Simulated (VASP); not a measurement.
Wanted: the native input for a VASP 6.6.1 run.

```
Task                   : single point
Functional             : PBEsol
Potentials or basis    : VASP PAW PBE potentials, release 64 (Nb_sv, Te, N)
Cutoff                 : 520 eV
k mesh                 : 5 × 5 × 2
Occupations            : fermi-dirac, width 0.05 eV
Spin                   : no spin polarisation
Dipole correction      : no
Further INCAR settings : ALGO = Normal; EDIFF = 1e-07; NBANDS = 33
```

The structure of NbTeN lies in POSCAR:

```
NbTeN
1.0
    3.4860238699      0.0000000000      0.0000000000
    0.0000000000      3.4860238699      0.0000000000
    0.0000000000      0.0000000000      9.2844340843
Nb Te N
2 2 2
Direct
    0.5000000000      0.0000000000      0.1143750000
    0.0000000000      0.5000000000      0.8856250000
    0.5000000000      0.0000000000      0.6986270000
    0.0000000000      0.5000000000      0.3013730000
    0.5000000000      0.5000000000      0.0000000000
    0.0000000000      0.0000000000      0.0000000000
```

These files were run (other wordings do the same):

INCAR

```
ALGO = Normal ; EDIFF = 1E-7
ENCUT = 520 ; GGA = PS
ISIF = 2 ; ISMEAR = -1
LASPH = True ; LCHARG = False
LREAL = False ; LWAVE = False
NBANDS = 33 ; NELM = 60
PREC = Accurate ; SIGMA = 0.05
```

KPOINTS

```
k-points
0
Gamma
  5 5 2
```

Potentials or basis: VASP PAW PBE potentials, release 64 (Nb_sv, Te, N).

Command:

```sh
$ cat potpaw_PBE.64/Nb_sv/POTCAR potpaw_PBE.64/Te/POTCAR potpaw_PBE.64/N/POTCAR > POTCAR
$ mpirun -np 1 vasp_std > vasp.out
```

Results of the run:

```
Pressure               : 5.0 GPa
Largest force          : 0.465 eV/Å
Band gap on the k mesh : zero (bands 24 and 25 overlap by 0.41 eV)
```

Caveat: the k points lie up to 0.36 Å⁻¹ apart; the PAW data sets were made with another functional, which shifts forces and pressure a little; spin-orbit coupling is left out, which moves the levels of the heavy elements; this functional lacks dispersion, which binds layers or chains, so the pressure and a relaxed spacing across them are unreliable.

Wall time 48 s on 1 thread of AMD EPYC 7R13 Processor (Zen 3) (shared host), peak memory 0.2 GiB.
